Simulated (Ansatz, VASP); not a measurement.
## Mo3H in VASP and in Ansatz

```
H Mo
1.0
     4.93848    0.00000    0.00000
     0.00000    4.93848    0.00000
     0.00000    0.00000    2.56524
H Mo
1 3
Cartesian
  0.0000 0.0000 0.0000
  2.4692 2.4692 1.2826
  0.0000 2.4692 1.2826
  2.4692 0.0000 1.2826
```

Alike in both runs: functional PBE; k mesh 5 × 5 × 5; occupations gaussian, width 0.2 eV; no spin polarisation.

Ansatz relaxed the structure, and its values are those at the end. VASP's run is a single point on that final structure, the one shown.

```csv
,VASP,Ansatz
version,VASP 6.6.1,Ansatz 0.2.0
potentials or method,"VASP PAW PBE potentials, release 64 (H, Mo_sv), cutoff 520 eV","scalar-relativistic, plane waves, PAW"
valence electrons in the cell,43,43
```

Ansatz gave:

| Quantity | Value |
| --- | --- |
| gap on the k mesh at the Fermi level (eV) | none |
| pressure (GPa) | 0.2 |

Question: What did VASP give for the same quantities?

Answer: gap on the k mesh at the Fermi level (eV): none; pressure (GPa): 0.6.

A gap of «none» marks a metal or a gap that the smearing closes. With one functional, cell and mesh, what is left measures potentials, basis and numerics.

The k mesh is coarse, so the values compare programs but aren't converged.
